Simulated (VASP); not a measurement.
**SiNi (zincblende type): single point with PBE**

Crystal: SiNi (zincblende type).

```
CELL_PARAMETERS angstrom
0.00000 2.40963 2.40963
2.40963 0.00000 2.40963
2.40963 2.40963 0.00000
ATOMIC_POSITIONS crystal
Ni 0.00000 0.00000 0.00000
Si 0.25000 0.25000 0.25000
```

```json
{
  "Program": "VASP 6.6.1",
  "Task": "single point",
  "Functional": "PBE",
  "Potentials or basis": "VASP PAW PBE potentials, release 64 (Ni, Si)",
  "Cutoff": "520 eV",
  "k mesh": "13 × 13 × 13",
  "Occupations": "fermi-dirac, width 0.1 eV",
  "Spin": "no spin polarisation"
}
```

```
Pressure               : 29.9 GPa
Band gap on the k mesh : zero (bands 7 and 8 overlap by 7.69 eV)
```

Levels at points of the mesh, in eV from the Fermi level:
```csv
k point,band 5,band 6,band 7,band 8,band 9,band 10
"(0.00, 0.00, 0.00)",-2.67,-2.67,6.63,6.63,6.63,7.45
```

It took 97 s on 1 thread of Intel Xeon 8259CL, with other jobs on the host, peak memory 0.17 GiB.

Caveat: the cell stands under pressure. Spin polarisation is off, so any magnetic state and its effect on volume and gap are missing.
